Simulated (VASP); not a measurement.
# Zr (Fd-3m) in VASP: notebook

The runs below take Zr through single point, relaxation of cell and atoms, with PBE.

Everything below comes from runs of VASP 6.6.1. Logs are shortened: lines on timing, memory, paths and dates and some standing lists are left out, and cuts for length are marked.

### Step 1. The cell of the first run

The structure is cubic, space group Fd-3m (No. 227). The conventional cell has a = 6.182 Å, b = 6.182 Å, c = 6.182 Å, α = 90.00°, β = 90.00°, γ = 90.00°. Within 3.5 Å of Zr (site symmetry -43m) lie 4 Zr at 2.68 Å.

This isn't the form of Zr at room conditions, which is hcp.

### Step 2. Single point, PBE

Contents of INCAR:

```
SYSTEM = Zr
PREC     = Accurate       ! precision mode
ENCUT    = 520            ! plane-wave cutoff, eV
EDIFF    = 1E-6           ! SCF threshold, eV
ISMEAR   = -1             ! smearing method
SIGMA    = 0.05           ! smearing width, eV
LREAL    = .FALSE.        ! projectors in reciprocal space
LASPH    = .TRUE.         ! aspherical terms in the spheres
NELM     = 60             ! most SCF steps
ALGO     = Normal         ! electronic algorithm
ISIF     = 2              ! what is computed and relaxed
LWAVE    = .FALSE.        ! write WAVECAR
LCHARG   = .TRUE.         ! write CHGCAR
GGA      = PE             ! functional
LELF     = .TRUE.         ! ELF
LVHAR    = .TRUE.       
NBANDS   = 19             ! bands
```

Contents of KPOINTS:

```
Automatic mesh
0
G
  11 11 11
  0 0 0
```

Contents of POSCAR:

```
Zr
1.0
    0.0000000000      3.0908578306      3.0908578306
    3.0908578306      0.0000000000      3.0908578306
    3.0908578306      3.0908578306      0.0000000000
Zr
2
Direct
   -0.1250000000     -0.1250000000     -0.1250000000
    0.1250000000      0.1250000000      0.1250000000
```

Potentials or basis: VASP PAW PBE potentials, release 64 (Zr_sv).

Command:

```
$ cat potpaw_PBE.64/Zr_sv/POTCAR > POTCAR
$ mpirun -np 1 vasp_std > vasp.out
```

OUTCAR:

```text
SYSTEM = Zr
   PREC = Accurate
   ENCUT = 520
   EDIFF = 1E-6
   ISMEAR = -1
   LREAL = .FALSE.
   LASPH = .TRUE.
   NELM = 60
   ISIF = 2
   GGA = PE

 ion  position               nearest neighbor table
   1  0.875  0.875  0.875-   2 2.68   2 2.68   2 2.68   2 2.68
   2  0.125  0.125  0.125-   1 2.68   1 2.68   1 2.68   1 2.68

  LATTYP: Found a face centered cubic cell.
 ALAT       =     6.1817156612

  Lattice vectors:

 A1 = (   0.0000000000,   3.0908578306,   3.0908578306)
 A2 = (   3.0908578306,   0.0000000000,   3.0908578306)
 A3 = (   3.0908578306,   3.0908578306,   0.0000000000)

Analysis of symmetry for initial positions (statically):
=====================================================================
 Subroutine PRICEL returns:
 Original cell was already a primitive cell.

 Routine SETGRP: Setting up the symmetry group for a
 face centered cubic supercell.

 Subroutine GETGRP returns: Found 48 space group operations
 (whereof 12 operations were pure point group operations)
 out of a pool of 48 trial point group operations.

The static configuration has the point symmetry D_3d.
 The point group associated with its full space group is O_h .

Analysis of symmetry for dynamics (positions and initial velocities):
=====================================================================
 Subroutine PRICEL returns:
 Original cell was already a primitive cell.

 Routine SETGRP: Setting up the symmetry group for a
 face centered cubic supercell.

 Subroutine GETGRP returns: Found 48 space group operations
 (whereof 12 operations were pure point group operations)
 out of a pool of 48 trial point group operations.

The dynamic configuration has the point symmetry D_3d.
 The point group associated with its full space group is O_h .

 Subroutine INISYM returns: Found 48 space group operations
 (whereof 12 operations are pure point group operations),
 and found     1 'primitive' translations

----------------------------------------------------------------------------------------

                                     Primitive cell

  volume of cell :      59.0564

  direct lattice vectors                    reciprocal lattice vectors
     0.000000000  3.090857831  3.090857831    -0.161767389  0.161767389  0.161767389
     3.090857831  0.000000000  3.090857831     0.161767389 -0.161767389  0.161767389
     3.090857831  3.090857831  0.000000000     0.161767389  0.161767389 -0.161767389

  length of vectors
     4.371133063  4.371133063  4.371133063     0.280189336  0.280189336  0.280189336

  position of ions in fractional coordinates (direct lattice)
     0.875000000  0.875000000  0.875000000
     0.125000000  0.125000000  0.125000000

  ion indices of the primitive-cell ions
   primitive index   ion index
                 1           1
                 2           2

----------------------------------------------------------------------------------------

 KPOINTS: Automatic mesh

Automatic generation of k-mesh.
 Grid dimensions read from file:
 generate k-points for:   11   11   11

 Generating k-lattice:

  Cartesian coordinates                     Fractional coordinates (reciprocal lattice)
    -0.014706126  0.014706126  0.014706126     0.090909091  0.000000000  0.000000000
     0.014706126 -0.014706126  0.014706126     0.000000000  0.090909091  0.000000000
     0.014706126  0.014706126 -0.014706126     0.000000000  0.000000000  0.090909091

  Length of vectors
     0.025471758  0.025471758  0.025471758

  Shift w.r.t. Gamma in fractional coordinates (k-lattice)
     0.000000000  0.000000000  0.000000000

 Subroutine IBZKPT returns following result:
 ===========================================

 Found     56 irreducible k-points:

 Following reciprocal coordinates:
            Coordinates               Weight
  0.000000  0.000000  0.000000      1.000000
  0.090909  0.000000  0.000000      8.000000
  0.181818  0.000000  0.000000      8.000000
  0.272727  0.000000  0.000000      8.000000
  0.363636  0.000000  0.000000      8.000000
  0.454545  0.000000  0.000000      8.000000
[... 16 lines left out ...]
 -0.272727  0.181818  0.000000     24.000000
 -0.181818  0.181818  0.000000     12.000000
 [... further k-points ...]
   k-points           NKPTS =     56   k-points in BZ     NKDIM =     56   number of bands    NBANDS=     19
   number of dos      NEDOS =    301   number of ions     NIONS =      2
   total plane-waves  NPLWV =  46656
   dimension x,y,z NGX =    36 NGY =   36 NGZ =   36
   dimension x,y,z NGXF=    72 NGYF=   72 NGZF=   72
   ions per type =               2
   NGX,Y,Z   is equivalent  to a cutoff of  13.69, 13.69, 13.69 a.u.
   NGXF,Y,Z  is equivalent  to a cutoff of  27.38, 27.38, 27.38 a.u.
 SYSTEM =  Zr
   PREC   = accura    normal or accurate (medium, high low for compatibility)
   ISTART =      0    job   : 0-new  1-cont  2-samecut
   ICHARG =      2    charge: 1-file 2-atom 10-const
   ISPIN  =      1    spin polarized calculation?
   LNONCOLLINEAR =      F non collinear calculations
   LSORBIT =      F    spin-orbit coupling
   LASPH  =      T    aspherical Exc in radial PAW
   ENCUT  =  520.0 eV  38.22 Ry    6.18 a.u.   8.13  8.13  8.13*2*pi/ulx,y,z
   NELM   =     60;   NELMIN=  2; NELMDL= -5     # of ELM steps
   EDIFF  = 0.1E-05   stopping-criterion for ELM
   LREAL  =      F    real-space projection
   EDIFFG = 0.1E-04   stopping-criterion for IOM
   NSW    =      0    number of steps for IOM
   IBRION =     -1    ionic relax: 0-MD 1-quasi-New 2-CG
   NFREE  =      0    steps in history (QN), initial steepest desc. (CG)
   ISIF   =      2    stress and relaxation
   ISYM   =      2    0-nonsym 1-usesym 2-fastsym
   POTIM  = 0.5000    time-step for ionic-motion
   TEBEG  =    0.0;   TEEND  =   0.0 temperature during run
   PSTRESS=    0.0 pullay stress
   NELECT =      24.0000    total number of electrons
   NUPDOWN=      -1.0000    fix difference up-down
   EMIN   =  10.00;   EMAX   =-10.00  energy-range for DOS
   EFERMI =   0.00;   METHOD = LEGACY
   ISMEAR =    -1;   SIGMA  =   0.05  broadening in eV -4-tet -1-fermi 0-gaus
   EFERMI_NEDOS =   21; number of points for ismear=-14 and -15
   IALGO  =     38    algorithm
   IMIX   =      4    mixing-type and parameters
     AMIX     =   0.40;   BMIX     =  1.00
     AMIX_MAG =   1.60;   BMIX_MAG =  1.00
  volume/ion in A,a.u.               =      29.53       199.27
  Fermi-wavevector in a.u.,A,eV,Ry     =   1.212615  2.291510 20.006480  1.470435
  Thomas-Fermi vector in A             =   2.348093
   LORBIT       =      0    0 simple, 1 ext, 2 COOP (PROOUT), +10 PAW based schemes
   GGA     = PE    functional components
   LHFCALC =     F    Hartree Fock is set to
   AEXX    =    0.0000 exact exchange contribution
   IVDW    =     0    specifies the selected vdW correction
   LEPSILON=     F    determine dielectric tensor
   LRPA    =     F    only Hartree local field effects (RPA)
 non-spin polarized calculation
  energy-cutoff  :      520.00
  volume of cell :       59.06
 maximum number of plane-waves:      1639
 NGX is ok and might be reduce to    36
   NGX = 17   NGY = 17   NGZ = 17

 number of electron      24.0000000 magnetization

 Free energy of the ion-electron system (eV)
  ---------------------------------------------------
  ext. energy  EPLUGINS =         0.00000000
  ---------------------------------------------------
  free energy    TOTEN  =       -12.23302865 eV

  energy without entropy =      -12.19144567  energy(sigma->0) =      -12.21223716

 E-fermi :   5.9942     XC(G=0):  -9.7239

 val. band max:        5.9901116977   @ k =   0.4545   0.4545   0.0000
 cond. band min:       5.9971747080   @ k =   0.0000   0.0000   0.0000
 fundamental gap:      0.0070630102
 Fermi energy:         5.9942473904

 k-point     1 :       0.0000    0.0000    0.0000
  band No.  band energies     occupation
      1     -42.9158      2.00000
      2     -42.2556      2.00000
      3     -21.2835      2.00000
      4     -21.2835      2.00000
      5     -21.2835      2.00000
      6     -20.1871      2.00000
[... 11 lines left out ...]
     18      11.6973      0.00000
     19      11.6973      0.00000

 k-point     2 :       0.0909    0.0000    0.0000
  band No.  band energies     occupation
      1     -42.9062      2.00000
      2     -42.2660      2.00000
      3     -21.2952      2.00000
      4     -21.2952      2.00000
      5     -21.2835      2.00000
      6     -20.1871      2.00000
[... 11 lines left out ...]
     18      11.6671      0.00000
     19      11.6671      0.00000

 k-point     3 :       0.1818    0.0000    0.0000
  band No.  band energies     occupation
      1     -42.8788      2.00000
      2     -42.2955      2.00000
      3     -21.3254      2.00000
      4     -21.3254      2.00000
      5     -21.2840      2.00000
      6     -20.1864      2.00000
[... 11 lines left out ...]
     18      11.5687      0.00000
     19      11.5687      0.00000

 k-point     4 :       0.2727    0.0000    0.0000
  band No.  band energies     occupation
      1     -42.8380      2.00000
      2     -42.3391      2.00000
      3     -21.3625      2.00000
      4     -21.3625      2.00000
      5     -21.2861      2.00000
      6     -20.1839      2.00000
[... 11 lines left out ...]
     18      11.3811      0.00000
     19      11.3811      0.00000

 k-point     5 :       0.3636    0.0000    0.0000
  band No.  band energies     occupation
      1     -42.7930      2.00000
      2     -42.3867      2.00000
      3     -21.3945      2.00000
      4     -21.3945      2.00000
      5     -21.2892      2.00000
      6     -20.1800      2.00000
[... 11 lines left out ...]
     18      11.0918      0.00000
     19      11.0918      0.00000
[... 334 lines left out ...]
      2     -42.4606      2.00000
      3     -21.5262      2.00000
      4     -21.4528      2.00000
      5     -21.1022      2.00000
      6     -20.3628      2.00000
[... 11 lines left out ...]
     18      10.5734      0.00000
     19      10.9024      0.00000

 k-point    22 :      -0.3636    0.1818    0.0000
  band No.  band energies     occupation
      1     -42.7367      2.00000
      2     -42.4454      2.00000
      3     -21.5260      2.00000
      4     -21.4313      2.00000
      5     -21.1213      2.00000
      6     -20.3422      2.00000
[... 11 lines left out ...]
     18       9.8730      0.00000
     19      11.4980      0.00000

 k-point    23 :      -0.2727    0.1818    0.0000
  band No.  band energies     occupation
      1     -42.7777      2.00000
      2     -42.4027      2.00000
      3     -21.4988      2.00000
      4     -21.3974      2.00000
      5     -21.1590      2.00000
      6     -20.3058      2.00000
[... 11 lines left out ...]
     18       9.9991      0.00000
     19      11.7974      0.00000

 k-point    24 :      -0.1818    0.1818    0.0000
  band No.  band energies     occupation
      1     -42.8225      2.00000
      2     -42.3555      2.00000
      3     -21.4482      2.00000
      4     -21.3605      2.00000
      5     -21.2065      2.00000
      6     -20.2611      2.00000
[... 11 lines left out ...]
     18      10.5630      0.00000
     19      11.8819      0.00000

 [... further k-points ...]

------------------------ aborting loop because EDIFF is reached ----------------------------------------

  FORCE on cell =-STRESS in cart. coord.  units (eV):
  Direction    XX          YY          ZZ          XY          YZ          ZX
  --------------------------------------------------------------------------------------
  -------------------------------------------------------------------------------------
  Total        0.7084442      0.7084442      0.7084442     -0.0000000     -0.0000000      0.0000000
  in kB       19.2198127     19.2198127     19.2198127     -0.0000000     -0.0000000      0.0000000
  external PRESSURE =      19.2198127 kB  Pullay stress =       0.0000000 kB

 VOLUME and BASIS-vectors are now :
 -----------------------------------------------------------------------------
  energy-cutoff  :      520.00
  volume of cell :       59.06
      direct lattice vectors                 reciprocal lattice vectors
     0.000000000  3.090857831  3.090857831    -0.161767389  0.161767389  0.161767389
     3.090857831  0.000000000  3.090857831     0.161767389 -0.161767389  0.161767389
     3.090857831  3.090857831  0.000000000     0.161767389  0.161767389 -0.161767389

 POSITION                                       TOTAL-FORCE (eV/Angst)
 -----------------------------------------------------------------------------------
      5.40900      5.40900      5.40900        -0.000000     -0.000000     -0.000000
      0.77271      0.77271      0.77271         0.000000      0.000000      0.000000
 -----------------------------------------------------------------------------------
    total drift:                               -0.000000      0.000000      0.000000

  FREE ENERGIE OF THE ION-ELECTRON SYSTEM (eV)
  ---------------------------------------------------
  free  energy   TOTEN  =       -12.2330286503 eV

  energy  without entropy=      -12.1914456736  energy(sigma->0) =      -12.21223716
```

It took 38 s on 1 thread of Intel Xeon 6975P-C (Granite Rapids), shared host; peak memory 0.22 GiB.

What came out:

* Free energy: -12.2330 eV
* Pressure: 1.9 GPa
* Band gap on the k mesh: zero (bands 12 and 13 overlap by 0.21 eV)

Levels at points of the mesh, in eV from the Fermi level:
```tsv
k point	band 9	band 10	band 11	band 12	band 13	band 14	band 15	band 16
(0.00, 0.00, 0.00)	-4.14	-0.92	-0.92	0.00	0.00	0.00	2.20	2.20
```

### Step 3. Relaxation of cell and atoms, PBE, target pressure 1.8 GPa, at which the enthalpy is minimised

This run uses another cell than the first one, of 28.49 Å³/atom.

Contents of INCAR:

```
SYSTEM = Zr
ALGO = Normal
EDIFF = 1E-7
EDIFFG = -0.005
ENCUT = 600
GGA = PE
IBRION = 2
ISIF = 3
ISMEAR = -1
LASPH = .TRUE.
LCHARG = .FALSE.
LREAL = .FALSE.
LWAVE = .FALSE.
NELM = 80
NSW = 60
PREC = Accurate
PSTRESS = 18.0
SIGMA = 0.05
```

Contents of KPOINTS:

```
k-points
0
G
  11 11 11
  0 0 0
```

Contents of POSCAR:

```
Zr
1.0
    0.0000000000      3.0541243380      3.0541243380
    3.0541243380      0.0000000000      3.0541243380
    3.0541243380      3.0541243380      0.0000000000
Zr
2
Direct
   -0.1250000000     -0.1250000000     -0.1250000000
    0.1250000000      0.1250000000      0.1250000000
```

Potentials or basis: VASP PAW PBE potentials, release 64 (Zr_sv).

Command:

```
$ cat potpaw_PBE.64/Zr_sv/POTCAR > POTCAR
$ mpirun -np 1 vasp_std > vasp.out
```

Run time: 78 s. Hardware: 1 thread of Intel Xeon 6975P-C (Granite Rapids), shared host; peak memory 0.23 GiB.

The run converged. Its results:

| Property | Result |
| --- | --- |
| Free energy | -12.2346 eV |
| Relaxed volume | 29.61 Å³/atom |
| Relaxed cell | a = 4.375 Å, b = 4.375 Å, c = 4.375 Å, α = 60.00°, β = 60.00°, γ = 60.00° |
| Space group after relaxing (to 0.1 Å) | Fd-3m (No. 227) |
| Energy change on relaxing (the run minimises the enthalpy) | -18.3 meV/atom |
| Ionic steps | 3 |
| Pressure after relaxing | 1.8 GPa |
| Band gap on the k mesh | zero (bands 12 and 13 overlap by 0.21 eV) |

The path:
| step | energy change (eV) | largest force (eV/Å) | pressure (GPa) | volume (Å³) |
| --- | --- | --- | --- | --- |
| 1 | 0.0000 | 0.0000 | 3.48 | 56.98 |
| 2 | -0.0394 | 0.0000 | 1.63 | 59.47 |
| 3 | -0.0367 | 0.0000 | 1.80 | 59.22 |

Final structure:
```yaml
crystal:
  lattice:
    - [0.00000, 3.09372, 3.09372]
    - [3.09372, 0.00000, 3.09372]
    - [3.09372, 3.09372, 0.00000]
  atoms:
    - { symbol: Zr, position: [0.87500, 0.87500, 0.87500] }
    - { symbol: Zr, position: [0.12500, 0.12500, 0.12500] }
```

Levels at points of the mesh, in eV from the Fermi level:
```csv
k point,band 8,band 9,band 10,band 11,band 12,band 13,band 14,band 15,band 16
"(0.00, 0.00, 0.00)",-26.19,-4.13,-0.92,-0.92,0.00,0.00,0.00,2.20,2.20
```

Caveat: the cell is relaxed towards a set pressure, so the run minimises the enthalpy, not the energy.

### Step 4. Relaxation of cell and atoms, PBE, target pressure 1.8 GPa, at which the enthalpy is minimised

INCAR, as its differences from that of step 3:

```diff
@@ -2,3 +2,3 @@
 ALGO = Normal
-EDIFF = 1E-7
+EDIFF = 1E-6
 EDIFFG = -0.005
@@ -13,4 +13,4 @@
 LWAVE = .FALSE.
-NELM = 80
-NSW = 60
+NELM = 60
+NSW = 32
 PREC = Accurate
```

KPOINTS is that of step 3.

Contents of POSCAR:

```
Zr
1.0
    0.0000000000      3.0908578306      3.0908578306
    3.0908578306      0.0000000000      3.0908578306
    3.0908578306      3.0908578306      0.0000000000
Zr
2
Direct
   -0.1250000000     -0.1250000000     -0.1250000000
    0.1250000000      0.1250000000      0.1250000000
```

Command:

```
$ cat potpaw_PBE.64/Zr_sv/POTCAR > POTCAR
$ mpirun -np 1 vasp_std > vasp.out
```

It took 49 s on 1 thread of Intel Xeon 6975P-C (Granite Rapids), shared host; peak memory 0.23 GiB.

It converged, with:

```
Free energy                                                : -12.2357 eV
Relaxed volume                                             : 29.63 Å³/atom
Relaxed cell                                               : a = 4.376 Å, b = 4.376 Å, c = 4.376 Å, α = 60.00°, β = 60.00°, γ = 60.00°
Space group after relaxing (to 0.1 Å)                      : Fd-3m (No. 227)
Energy change on relaxing (the run minimises the enthalpy) : -1.2 meV/atom
Ionic steps                                                : 2
Pressure after relaxing                                    : 1.8 GPa
Band gap on the k mesh                                     : zero (bands 12 and 13 overlap by 0.20 eV)
```

Step by step:
| step | energy change (eV) | largest force (eV/Å) | pressure (GPa) | volume (Å³) |
| --- | --- | --- | --- | --- |
| 1 | 0.0000 | 0.0000 | 1.93 | 59.06 |
| 2 | -0.0023 | 0.0000 | 1.78 | 59.26 |

Final structure:
```xyz
2
Lattice="0.0000 3.0944 3.0944 3.0944 0.0000 3.0944 3.0944 3.0944 0.0000" Properties=species:S:1:pos:R:3 pbc="T T T"
Zr    5.4151    5.4151    5.4151
Zr    0.7736    0.7736    0.7736
```

Levels at points of the mesh, in eV from the Fermi level:
```csv
k point,band 9,band 10,band 11,band 12,band 13,band 14,band 15,band 16
"(0.00, 0.00, 0.00)",-4.13,-0.91,-0.91,0.00,0.00,0.00,2.19,2.19
```

Caveat: the cell is relaxed towards a set pressure, so the run minimises the enthalpy, not the energy.

### Step 5. The runs side by side

| task | cell | cutoff (eV) | gap on the mesh (eV) | pressure (GPa) |
| --- | --- | --- | --- | --- |
| single point | a = 4.371 Å, angles 60.0°, 2 atoms | 520 | none | 1.9 |
| relaxation of cell and atoms | relaxed to 1.8 GPa from a = 4.319 Å, angles 60.0°, 2 atoms | 600 | none | 1.8 |
| relaxation of cell and atoms | relaxed to 1.8 GPa from a = 4.371 Å, angles 60.0°, 2 atoms | 600 | none | 1.8 |

Alike in all rows: level PBE; potentials or basis VASP PAW PBE potentials, release 64 (Zr_sv); no spin polarisation; k mesh 11 × 11 × 11; smearing fermi-dirac 0.05 eV.

Caveats: the cell is relaxed towards a set pressure, so the run minimises the enthalpy, not the energy (at least some runs).

Absolute energies hang on the potentials; compare differences alone.
